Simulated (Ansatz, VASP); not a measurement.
**Ta4N3 in VASP and in Ansatz**

```
Ta N
1.0
    -2.17857    2.17857    4.27268
     2.17857   -2.17857    4.27268
     2.17857    2.17857   -4.27268
Ta N
4 3
Direct
  0.02926 0.52926 0.50000
  0.29001 0.29001 0.00000
  0.52926 0.02926 0.50000
  0.76850 0.76850 0.00000
  0.75000 0.25000 0.50000
  0.00000 0.00000 0.00000
  0.25000 0.75000 0.50000
```

Change from the starting cell: all Ta atoms moved -0.250 Å, as atom 1 towards its neighbour atom 5 (N) at 2.136 Å.

Alike in both runs: task single point; functional PBEsol; k mesh 12 × 12 × 12; occupations gaussian, width 0.15 eV; no spin polarisation.

```csv
,VASP,Ansatz
version,VASP 6.6.1,Ansatz 0.2.0
potentials or method,"VASP PAW PBE potentials, release 64 (Ta_pv, N), cutoff 520 eV","scalar-relativistic, plane waves, PAW"
valence electrons in the cell,59,67
```

Ansatz gave:

- gap on the k mesh at the Fermi level (eV): none
- pressure (GPa): 9.9
- traceless stress, the component that is largest in VASP (GPa): 16.97
- rms of the force components (eV/Å): 2.313

Task: What did VASP give for the same quantities?

Result: gap on the k mesh at the Fermi level (eV): none; pressure (GPa): 10.9; traceless stress, the component that is largest in VASP (GPa): 17.50; rms of the force components (eV/Å): 2.362.

VASP's potentials were made for PBE, not for PBEsol. Atom by atom the forces differ by 0.050 eV/Å (rms over components). A gap of «none» marks a metal or a gap that the smearing closes. VASP's potentials hold 59 valence electrons a cell and Ansatz's 67, so a difference there can come from the potentials and not from the codes.

Spin-orbit coupling is off throughout.
